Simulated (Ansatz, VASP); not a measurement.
Ta: VASP beside Ansatz

```
Ta
1.0
     0.00000    2.83979    2.83979
     2.83979    0.00000    2.83979
     2.83979    2.83979    0.00000
Ta
2
Direct
  0.87500 0.87500 0.87500
  0.12500 0.12500 0.12500
```

Change from the starting cell: shortest bond scaled by 1, PAW files.

Alike in both runs: task single point; functional PBE; k mesh 9 × 9 × 9; occupations fermi-dirac, width 0.05 eV; no spin polarisation.

|  | VASP | Ansatz |
| --- | --- | --- |
| version | VASP 6.6.1 | Ansatz 0.2.0 |
| potentials or method | VASP PAW PBE potentials, release 64 (Ta_pv) | PAW with Ansatz's default frozen-core files, scalar-relativistic |
| plane-wave cutoff (eV) | 520 | 420 |
| valence electrons in the cell | 22 | 26 |

|  | VASP | Ansatz | Ansatz less VASP |
| --- | --- | --- | --- |
| pressure (GPa) | 22.0 | 21.6 | -0.46 |

VASP's potentials hold 22 valence electrons a cell and Ansatz's 26, so a difference there can come from the potentials and not from the codes.

Neither program's run includes spin-orbit coupling.
